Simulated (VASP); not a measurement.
Te: single point with PBEsol

The system is Te.

```
CELL_PARAMETERS angstrom
4.48350 0.00000 0.00000
-2.24175 3.88282 0.00000
0.00000 0.00000 5.96323
ATOMIC_POSITIONS crystal
Te 0.73100 0.73100 0.00000
Te 0.00000 0.26900 0.66667
Te 0.26900 0.00000 0.33333
```

- Program: VASP 6.6.1
- Task: single point
- Functional: PBEsol
- Potentials or basis: VASP PAW PBE potentials, release 64 (Te)
- Cutoff: 520 eV
- k mesh: 7 × 7 × 5
- Occupations: fermi-dirac, width 0.05 eV
- Spin: no spin polarisation
- Dipole correction: no
- Further INCAR settings: ALGO = Normal; EDIFF = 1e-06; NBANDS = 16

| Quantity | Value |
| --- | --- |
| Pressure | -1.8 GPa |
| Largest force | 0.023 eV/Å |
| Band gap on the k mesh | 0.59 eV (least direct gap 0.75 eV) |

Forces in eV/Å, atoms in the order of the input:
```
Te  -0.011 -0.020  0.000
Te  -0.011  0.020  0.000
Te   0.023  0.000  0.000
```

Stress tensor (GPa, compression positive):
```
-1.73  0.00  0.00
 0.00 -1.73  0.00
 0.00  0.00 -1.86
```

Levels at points of the mesh, in eV from the valence-band top:
```
           k point  band 6  band 7  band 8  band 9  band 10  band 11  band 12  band 13
(0.00, 0.00, 0.00)   -2.56   -1.47   -1.47   -0.65     1.14     1.14     1.73     5.09
```

Wall time 24 s on 1 thread of Intel(R) Xeon(R) Platinum 8488C (Sapphire Rapids) (shared host), peak memory 0.24 GiB.

Caveat: the PAW data sets were made with another functional, which shifts forces and pressure a little; spin-orbit coupling is left out, which moves the levels of the heavy elements; an odd mesh through Γ misses points on the zone boundary, where band edges can lie.
